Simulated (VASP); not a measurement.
# Hf3Ta2O (P6/mmm) in VASP: notebook, part 2 of 2

VASP 6.6.1. The steps go on from the part before.

### 4 Relaxation of cell and atoms, PBE

The input, INCAR:

```
PREC = Accurate
ENCUT = 600
EDIFF = 1E-6
ISMEAR = 0
SIGMA = 0.1
LREAL = False
LASPH = True
NELM = 80
ALGO = Normal
ISIF = 3
LWAVE = False
LCHARG = False
GGA = PE
IBRION = 2
NSW = 100
EDIFFG = -0.01
```

The input, KPOINTS:

```
Automatic mesh
0
Gamma
  6 6 8
```

The input, POSCAR:

```
Hf3Ta2O
1.0
    5.8924580677      0.0000000000      0.0000000000
   -2.9462290339      5.1030183774      0.0000000000
    0.0000000000      0.0000000000      4.5399103467
Hf Ta O
3 2 1
Direct
    0.5000000000      0.0000000000      0.5000000000
    0.5000000000      0.5000000000      0.5000000000
    0.0000000000      0.5000000000      0.5000000000
    0.3333333333      0.6666666667      0.0000000000
    0.6666666667      0.3333333333      0.0000000000
    0.0000000000      0.0000000000      0.0000000000
```

Potentials or basis: VASP PAW PBE potentials, release 64 (Hf_pv, Ta_pv, O).

The run is started by

```sh
$ cat potpaw_PBE.64/Hf_pv/POTCAR potpaw_PBE.64/Ta_pv/POTCAR potpaw_PBE.64/O/POTCAR > POTCAR
$ mpirun -np 1 vasp_std > vasp.out
```

OUTCAR:

```text
PREC = Accurate
   ENCUT = 600
   EDIFF = 1E-6
   ISMEAR = 0
   LREAL = False
   LASPH = True
   NELM = 80
   ISIF = 3
   GGA = PE
   IBRION = 2
   NSW = 100
   EDIFFG = -0.01

 ion  position               nearest neighbor table
   1  0.500  0.000  0.500-   4 2.84   5 2.84   4 2.84   5 2.84   3 2.95   3 2.95   2 2.95   2 2.95

   2  0.500  0.500  0.500-   4 2.84   5 2.84   4 2.84   5 2.84   3 2.95   3 2.95   1 2.95   1 2.95

   3  0.000  0.500  0.500-   4 2.84   5 2.84   4 2.84   5 2.84   2 2.95   2 2.95   1 2.95   1 2.95

   4  0.333  0.667  0.000-   3 2.84   3 2.84   1 2.84   1 2.84   2 2.84   2 2.84   5 3.40   5 3.40
                             5 3.40
   5  0.667  0.333  0.000-   3 2.84   3 2.84   1 2.84   1 2.84   2 2.84   2 2.84   4 3.40   4 3.40
                             4 3.40
   6  0.000  0.000  0.000-

  LATTYP: Found a hexagonal cell.
 ALAT       =     5.8924580677
 C/A-ratio  =     0.7704612056

  Lattice vectors:

 A1 = (   5.8924580677,   0.0000000000,   0.0000000000)
 A2 = (  -2.9462290339,   5.1030183774,   0.0000000000)
 A3 = (   0.0000000000,   0.0000000000,   4.5399103467)

Analysis of symmetry for initial positions (statically):
[... 189 lines left out ...]
  --------------------------------------------------------------------------------------
  -------------------------------------------------------------------------------------
  Total       -0.1526111     -0.1526111     -0.0092046      0.0000000      0.0000000      0.0000000
  in kB       -1.7911242     -1.7911242     -0.1080299      0.0000000      0.0000000      0.0000000
  external PRESSURE =      -1.2300928 kB  Pullay stress =       0.0000000 kB
[... 107 lines left out ...]
--------------------------------------- Ionic step        4  -------------------------------------------

 number of electron      57.9999999 magnetization

 Free energy of the ion-electron system (eV)
  ---------------------------------------------------
  ext. energy  EPLUGINS =         0.00000000
  ---------------------------------------------------
  free energy    TOTEN  =       -51.03304606 eV

  energy without entropy =      -51.00133600  energy(sigma->0) =      -51.01719103

 E-fermi :   2.9058     XC(G=0): -10.4802

 val. band max:        2.9019392613   @ k =   0.3333   0.1667   0.2500
 cond. band min:       2.9087325720   @ k =   0.5000   0.0000   0.5000
 fundamental gap:      0.0067933107
 Fermi energy:         2.9057985049

 k-point     1 :       0.0000    0.0000    0.0000
  band No.  band energies     occupation
      1     -31.1596      2.00000
      2     -31.1596      2.00000
      3     -31.1369      2.00000
      4     -31.0709      2.00000
      5     -31.0709      2.00000
      6     -31.0165      2.00000
[... 877 lines left out ...]
     33       3.7558      0.00000
     34       4.1734      0.00000

 [... further k-points ...]

------------------------ aborting loop because EDIFF is reached ----------------------------------------

  FORCE on cell =-STRESS in cart. coord.  units (eV):
  Direction    XX          YY          ZZ          XY          YZ          ZX
  --------------------------------------------------------------------------------------
  -------------------------------------------------------------------------------------
  Total        0.0039445      0.0039445      0.0249164     -0.0000000     -0.0000000      0.0000000
  in kB        0.0463993      0.0463993      0.2930937     -0.0000000     -0.0000000      0.0000000
  external PRESSURE =       0.1286308 kB  Pullay stress =       0.0000000 kB
[... 21 lines left out ...]
  FREE ENERGIE OF THE ION-ELECTRON SYSTEM (eV)
  ---------------------------------------------------
  free  energy   TOTEN  =       -51.0330460608 eV

  energy  without entropy=      -51.0013359978  energy(sigma->0) =      -51.01719103

 reached required accuracy - stopping structural energy minimisation
```

OSZICAR:

```text
N       E                     dE             d eps       ncg     rms          rms(c)
DAV:   1     0.407588304267E+03    0.40759E+03   -0.34718E+04  2396   0.182E+03
[... 36 lines left out ...]
DAV:   1    -0.510336157496E+02   -0.63571E-03   -0.25216E-02  2396   0.966E-01    0.215E-01
DAV:   2    -0.510341110399E+02   -0.49529E-03   -0.73669E-03  3322   0.296E-01    0.363E-01
DAV:   3    -0.510331874914E+02    0.92355E-03   -0.56207E-03  3328   0.216E-01    0.143E-01
DAV:   4    -0.510330690655E+02    0.11843E-03   -0.52626E-04  3098   0.809E-02    0.410E-02
DAV:   5    -0.510330489853E+02    0.20080E-04   -0.17227E-04  3102   0.484E-02    0.350E-02
DAV:   6    -0.510330460281E+02    0.29572E-05   -0.28021E-05  3026   0.195E-02    0.118E-02
DAV:   7    -0.510330460608E+02   -0.32696E-07   -0.16191E-06  1742   0.613E-03
   4 F= -.51033046E+02 E0= -.51017191E+02  d E =-.666077E-04
```

CONTCAR:

```text
Hf3Ta2O
   1.00000000000000
     5.8831773919661963    0.0000000000000909   -0.0000000000000000
    -2.9415886960329405    5.0949810764500185   -0.0000000000000000
     0.0000000000000000    0.0000000000000000    4.5439598189873829
  Hf              Ta              O
     3     2     1
Direct
     0.5000000000000000    0.0000000000000000    0.5000000000000000
     0.5000000000000000    0.5000000000000000    0.5000000000000000
     1.0000000000000000    0.5000000000000000    0.5000000000000000
     0.3333333332999970    0.6666666667000030    1.0000000000000000
     0.6666666667000030    0.3333333332999970    0.0000000000000000
     1.0000000000000000    0.0000000000000000    0.0000000000000000

  0.00000000E+00  0.00000000E+00  0.00000000E+00
  0.00000000E+00  0.00000000E+00  0.00000000E+00
  0.00000000E+00  0.00000000E+00  0.00000000E+00
  0.00000000E+00  0.00000000E+00  0.00000000E+00
  0.00000000E+00  0.00000000E+00  0.00000000E+00
  0.00000000E+00  0.00000000E+00  0.00000000E+00
```

Wall time 10 min (1 thread of Intel Xeon Platinum 8259CL at 2.50GHz (Skylake/Cascade Lake), shared host); peak memory 0.41 GiB.

What came out:

| Item | Value |
| --- | --- |
| Free energy | -51.0330 eV |
| Relaxed volume | 22.70 Å³/atom |
| Relaxed cell | a = 5.883 Å, b = 5.883 Å, c = 4.544 Å, α = 90.00°, β = 90.00°, γ = 120.00° |
| Space group after relaxing (to 0.1 Å) | P6/mmm (No. 191) |
| Energy gained by relaxing | 0.0 meV/atom |
| Ionic steps | 4 |
| Pressure after relaxing | 0.0 GPa |
| Band gap on the k mesh | zero (bands 29 and 30 overlap by 1.11 eV) |

The path:
```
step  energy change (eV)  largest force (eV/Å)  pressure (GPa)  volume (Å³)
   1              0.0000                0.0000           -0.12       136.51
   2             -0.0002                0.0000            0.06       136.17
   3             -0.0002                0.0000            0.05       136.19
   4             -0.0003                0.0000            0.01       136.20
```

Final structure:
```cif
data_structure
_symmetry_space_group_name_H-M 'P 1'
_symmetry_Int_Tables_number 1
_cell_length_a 5.8832
_cell_length_b 5.8832
_cell_length_c 4.5440
_cell_angle_alpha 90.000
_cell_angle_beta 90.000
_cell_angle_gamma 120.000
_cell_volume 136.20
loop_
_atom_site_label
_atom_site_type_symbol
_atom_site_fract_x
_atom_site_fract_y
_atom_site_fract_z
_atom_site_occupancy
Hf1 Hf 0.50000 0.00000 0.50000 1
Hf2 Hf 0.50000 0.50000 0.50000 1
Hf3 Hf 0.00000 0.50000 0.50000 1
Ta1 Ta 0.33333 0.66667 0.00000 1
Ta2 Ta 0.66667 0.33333 0.00000 1
O1 O 0.00000 0.00000 0.00000 1
```

Levels at points of the mesh, in eV from the Fermi level:
```tsv
k point	band 26	band 27	band 28	band 29	band 30	band 31	band 32	band 33
(0.00, 0.00, 0.00)	-1.13	-1.13	-0.82	-0.77	-0.75	0.45	0.45	1.49
(0.50, 0.00, 0.00)	-0.70	-0.54	-0.51	-0.51	-0.19	0.68	0.77	0.77
(0.00, 0.00, 0.50)	0.31	0.33	0.37	0.37	0.41	0.41	0.61	0.80
(0.50, 0.00, 0.50)	-0.60	-0.34	-0.12	0.00	0.04	0.37	0.77	0.87
```

Caveat: spin-orbit coupling is left out, which moves the levels of the heavy elements.

### 5 Summary

| task | cell | k mesh | cutoff (eV) | gap on the mesh (eV) | pressure (GPa) | relaxed volume (Å³/atom) |
| --- | --- | --- | --- | --- | --- | --- |
| single point | a = 5.885, b = 5.885, c = 4.551 Å, angles 90.0, 90.0, 120.0°, 6 atoms | 6 × 6 × 8 | 520 | none | -0.2 | - |
| relaxation of cell and atoms | relaxed from a = 5.631, b = 5.631, c = 3.401 Å, angles 90.0, 90.0, 120.0°, 6 atoms | 6 × 6 × 6 | 600 | none | 0.0 | 22.63 |
| relaxation of cell and atoms | relaxed from a = 5.892, b = 5.892, c = 4.540 Å, angles 90.0, 90.0, 120.0°, 6 atoms | 6 × 6 × 8 | 600 | none | 0.0 | 22.70 |

Alike in all rows: level PBE; potentials or basis VASP PAW PBE potentials, release 64 (Hf_pv, Ta_pv, O); no spin polarisation; smearing gaussian 0.1 eV.

Caveats: spin-orbit coupling is left out, which moves the levels of the heavy elements; the volume moved by over 15 % at a fixed basis, so the end points are rough (at least some runs).

Total energies depend on the potentials used, so only differences within one code and one set of settings carry meaning.
